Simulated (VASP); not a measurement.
# Nb (Im-3m) in VASP: notebook, part 2 of 2

VASP 6.6.1.

### 3 Single point, PBE

INCAR reads:

```
PREC = Accurate ; ENCUT = 520
EDIFF = 1E-7 ; ISMEAR = 0
SIGMA = 0.6 ; LREAL = False
LASPH = True ; NELM = 100
ALGO = Normal ; ISIF = 2
LWAVE = False ; LCHARG = False
GGA = PE ; NBANDS = 12
```

KPOINTS reads:

```
regular mesh
0
Gamma
  13 13 13
```

POSCAR reads:

```
Nb
1.0
   -1.6547957147      1.6547957147      1.6547957147
    1.6547957147     -1.6547957147      1.6547957147
    1.6547957147      1.6547957147     -1.6547957147
Nb
1
Direct
    0.0000000000      0.0000000000      0.0000000000
```

Potentials or basis: VASP PAW PBE potentials, release 64 (Nb_sv).

Command:

```console
$ cat potpaw_PBE.64/Nb_sv/POTCAR > POTCAR
$ mpirun -np 1 vasp_std > vasp.out
```

OUTCAR:

```text
PREC = Accurate
   ENCUT = 520
   EDIFF = 1E-7
   ISMEAR = 0
   LREAL = False
   LASPH = True
   NELM = 100
   ISIF = 2
   GGA = PE

 ion  position               nearest neighbor table
   1  0.000  0.000  0.000-

  LATTYP: Found a body centered cubic cell.
 ALAT       =     3.3095914294

  Lattice vectors:

 A1 = (  -1.6547957147,   1.6547957147,   1.6547957147)
 A2 = (   1.6547957147,  -1.6547957147,   1.6547957147)
[... 539 lines left out ...]
     11      25.0717      0.00000
     12      25.7469      0.00000

 [... further k-points ...]

------------------------ aborting loop because EDIFF is reached ----------------------------------------

  FORCE on cell =-STRESS in cart. coord.  units (eV):
  Direction    XX          YY          ZZ          XY          YZ          ZX
  --------------------------------------------------------------------------------------
  -------------------------------------------------------------------------------------
  Total        0.1005669      0.1005669      0.1005669      0.0000000      0.0000000     -0.0000000
  in kB        8.8894029      8.8894029      8.8894029      0.0000000      0.0000000     -0.0000000
  external PRESSURE =       8.8894029 kB  Pullay stress =       0.0000000 kB

 VOLUME and BASIS-vectors are now :
 -----------------------------------------------------------------------------
  energy-cutoff  :      520.00
  volume of cell :       18.13
      direct lattice vectors                 reciprocal lattice vectors
    -1.654795715  1.654795715  1.654795715     0.000000000  0.302152100  0.302152100
     1.654795715 -1.654795715  1.654795715     0.302152100  0.000000000  0.302152100
     1.654795715  1.654795715 -1.654795715     0.302152100  0.302152100  0.000000000

 POSITION                                       TOTAL-FORCE (eV/Angst)
 -----------------------------------------------------------------------------------
      0.00000      0.00000      0.00000        -0.000000     -0.000000      0.000000
 -----------------------------------------------------------------------------------
    total drift:                                0.000000      0.000000      0.000000

  FREE ENERGIE OF THE ION-ELECTRON SYSTEM (eV)
  ---------------------------------------------------
  free  energy   TOTEN  =       -10.3413039026 eV

  energy  without entropy=      -10.1179220888  energy(sigma->0) =      -10.22961300
```

OSZICAR:

```text
N       E                     dE             d eps       ncg     rms          rms(c)
DAV:   1     0.117520699773E+03    0.11752E+03   -0.71778E+03  2016   0.108E+03
DAV:   2    -0.582273602835E+01   -0.12334E+03   -0.11855E+03  2184   0.388E+02
DAV:   3    -0.104450470357E+02   -0.46223E+01   -0.44010E+01  2956   0.671E+01
DAV:   4    -0.107535124593E+02   -0.30847E+00   -0.30635E+00  2828   0.152E+01
DAV:   5    -0.107623156000E+02   -0.88031E-02   -0.88004E-02  2908   0.230E+00    0.702E+00
DAV:   6    -0.103796216115E+02    0.38269E+00   -0.58999E-01  3220   0.974E+00    0.246E+00
DAV:   7    -0.103359179030E+02    0.43704E-01   -0.17963E-01  3332   0.535E+00    0.951E-01
DAV:   8    -0.103412383741E+02   -0.53205E-02   -0.12322E-02  2412   0.147E+00    0.378E-02
DAV:   9    -0.103412931773E+02   -0.54803E-04   -0.94340E-04  3200   0.281E-01    0.423E-02
DAV:  10    -0.103413111342E+02   -0.17957E-04   -0.27465E-05  2304   0.678E-02    0.153E-02
DAV:  11    -0.103413043608E+02    0.67734E-05   -0.58293E-06  2720   0.410E-02    0.276E-03
DAV:  12    -0.103413040824E+02    0.27845E-06   -0.24357E-07  2716   0.557E-03    0.170E-03
DAV:  13    -0.103413039147E+02    0.16767E-06   -0.14725E-08  1416   0.167E-03    0.303E-04
DAV:  14    -0.103413039026E+02    0.12160E-07   -0.33608E-09  1244   0.912E-04
   1 F= -.10341304E+02 E0= -.10229613E+02  d E =-.223382E+00
```

Wall time 6.8 s (1 thread of Intel Xeon 6975P-C (Granite Rapids), shared host); peak memory 0.14 GiB.

What came out:

- Free energy: -10.3413 eV
- Pressure: 0.9 GPa

### 4 Single point, PBE

INCAR reads:

```
SYSTEM = Nb
ALGO     = Normal         ! electronic algorithm
EDIFF    = 1E-7           ! SCF threshold, eV
ENCUT    = 520            ! plane-wave cutoff, eV
GGA      = PE             ! functional
ISIF     = 2              ! what is computed and relaxed
ISMEAR   = 0              ! smearing method
LASPH    = .TRUE.         ! aspherical terms in the spheres
LCHARG   = .FALSE.        ! write CHGCAR
LREAL    = .FALSE.        ! projectors in reciprocal space
LWAVE    = .FALSE.        ! write WAVECAR
NBANDS   = 12             ! bands
NELM     = 80             ! most SCF steps
PREC     = Accurate       ! precision mode
SIGMA    = 1.0            ! smearing width, eV
```

KPOINTS reads:

```
k-points
0
G
  13 13 13
  0 0 0
```

POSCAR is that of step 3.

Command:

```console
$ cat potpaw_PBE.64/Nb_sv/POTCAR > POTCAR
$ mpirun -np 1 vasp_std > vasp.out
```

Wall time 6.8 s (1 thread of Intel Xeon 6975P-C (Granite Rapids), shared host); peak memory 0.15 GiB.

Results (log left out):

- Free energy: -10.5262 eV
- Pressure: 2.7 GPa

Levels at points of the mesh, in eV from the Fermi level:
| k point | band 3 | band 4 | band 5 | band 6 | band 7 | band 8 | band 9 | band 10 | band 11 | band 12 |
| --- | --- | --- | --- | --- | --- | --- | --- | --- | --- | --- |
| (0.00, 0.00, 0.00) | -29.86 | -29.86 | -6.12 | 0.19 | 0.19 | 0.19 | 3.08 | 3.08 | 14.01 | 14.01 |

### 5 Single point, PBE

INCAR reads:

```
SYSTEM = Nb
PREC = Accurate ; ENCUT = 520
EDIFF = 1E-6 ; ISMEAR = 1
SIGMA = 0.01 ; LREAL = .False.
LASPH = .True. ; NELM = 80
ALGO = Normal ; ISIF = 2
LWAVE = .False. ; LCHARG = .False.
GGA = PE ; NBANDS = 12
```

KPOINTS reads:

```
Automatic mesh
0
Gamma
  13 13 13
  0 0 0
```

POSCAR is that of step 4.

Command:

```console
$ cat potpaw_PBE.64/Nb_sv/POTCAR > POTCAR
$ mpirun -np 1 vasp_std > vasp.out
```

Run time: 6.2 s. Hardware: 1 thread of Intel Xeon 6975P-C (Granite Rapids), shared host; peak memory 0.14 GiB.

The run converged. Its results:

* Free energy: -10.2226 eV
* Pressure: -0.6 GPa

Levels at points of the mesh, in eV from the Fermi level:
| k point | band 4 | band 5 | band 6 | band 7 | band 8 | band 9 |
| --- | --- | --- | --- | --- | --- | --- |
| (0.00, 0.00, 0.00) | -29.70 | -5.95 | 0.35 | 0.35 | 0.35 | 3.24 |

### 6 Single point, PBE

INCAR reads:

```
PREC     = Accurate       # precision mode
ENCUT    = 520            # plane-wave cutoff, eV
EDIFF    = 1E-6           # SCF threshold, eV
ISMEAR   = 1              # smearing method
SIGMA    = 0.03           # smearing width, eV
LREAL    = F              # projectors in reciprocal space
LASPH    = T              # aspherical terms in the spheres
NELM     = 60             # most SCF steps
ALGO     = Normal         # electronic algorithm
ISIF     = 2              # what is computed and relaxed
LWAVE    = F              # write WAVECAR
LCHARG   = T              # write CHGCAR
GGA      = PE             # functional
LELF     = T              # ELF
LVHAR    = T            
NBANDS   = 12             # bands
```

KPOINTS reads:

```
Automatic mesh
0
Gamma
  13 13 13
```

POSCAR is that of step 5.

Potentials or basis: VASP PAW PBE potentials, release 64 (Nb_sv).

Command:

```console
$ cat potpaw_PBE.64/Nb_sv/POTCAR > POTCAR
$ mpirun -np 1 vasp_std > vasp.out
```

Wall time 6.1 s (1 thread of Intel Xeon 6975P-C (Granite Rapids), shared host); peak memory 0.15 GiB.

It converged, with:

```
Free energy : -10.2226 eV
Pressure    : -0.7 GPa
```

Levels at points of the mesh, in eV from the Fermi level:
```csv
k point,band 4,band 5,band 6,band 7,band 8,band 9
"(0.00, 0.00, 0.00)",-29.70,-5.95,0.36,0.36,0.36,3.24
```

### 7 Summary

| smearing | gap on the mesh (eV) | pressure (GPa) |
| --- | --- | --- |
| gaussian 0.3 eV | none | -0.2 |
| gaussian 0.6 eV | none | 0.9 |
| gaussian 1 eV | none | 2.7 |
| methfessel-paxton 0.01 eV | none | -0.6 |
| methfessel-paxton 0.03 eV | none | -0.7 |

Alike in all rows: task single point; level PBE; potentials or basis VASP PAW PBE potentials, release 64 (Nb_sv); no spin polarisation; cell as given; k mesh 13 × 13 × 13; cutoff (eV) 520.

Every run on the cell as given and a fine mesh finds a metal.

Total energies depend on the potentials used, so only differences within one code and one set of settings carry meaning.
